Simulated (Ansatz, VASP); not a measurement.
One calculation of S, two programs

The input INCAR:

```
PREC = Accurate
ENCUT = 520
EDIFF = 1E-6
ISMEAR = 0
SIGMA = 0.15
LREAL = F
LASPH = T
NELM = 60
ALGO = Normal
ISIF = 2
LWAVE = F
LCHARG = F
GGA = CA
NBANDS = 9
```

File KPOINTS:

```
regular mesh
0
Gamma
  20 20 20
```

File POSCAR:

```
S
1.0
    0.0000000000      1.9644350888      2.0541808543
    1.9644350888      0.0000000000      2.0541808543
    1.9644350888      1.9644350888      0.0000000000
S
1
Direct
    0.0000000000      0.0000000000      0.0000000000
```

Input for Ansatz:

```yaml
crystal:
  lattice:
    - [0.0, 1.9644350888, 2.0541808543]
    - [1.9644350888, 0.0, 2.0541808543]
    - [1.9644350888, 1.9644350888, 0.0]
  atoms:
    - { symbol: S, position: [0.0, 0.0, 0.0] }
basis:
  ecutwfc: 420
kpoints:
  mp_grid: { grid: [20, 20, 20] }
hamiltonian:
  xc: lda
scf:
  occupations: { method: gaussian, width: 0.15 }
output:
  forces: true
  stress: true
  eigenvalues: true
```

Change from the starting cell: strain -0.015 along x and y, +0.030 along z, atoms carried along.

Alike in both runs: task single point; functional LDA; k mesh 20 × 20 × 20; occupations gaussian, width 0.15 eV; no spin polarisation.

|  | VASP | Ansatz |
| --- | --- | --- |
| version | VASP 6.6.1 | Ansatz 0.2.0 |
| potentials or method | VASP PAW LDA potentials, release 64 (S), cutoff 520 eV | scalar-relativistic, plane waves, PAW |
| valence electrons in the cell | 6 | 6 |

Ansatz gave:

```
gap on the k mesh at the Fermi level (eV)                     : none
pressure (GPa)                                                : -6.5
traceless stress, the component that is largest in VASP (GPa) : 2.45
```

Problem. Which values does VASP return?

Solution. gap on the k mesh at the Fermi level (eV): none; pressure (GPa): -6.5; traceless stress, the component that is largest in VASP (GPa): 2.44.

LDA's correlation is that of Perdew and Zunger in VASP and of Perdew and Wang (1992) in Ansatz. A gap of «none» marks a metal or a gap that the smearing closes.
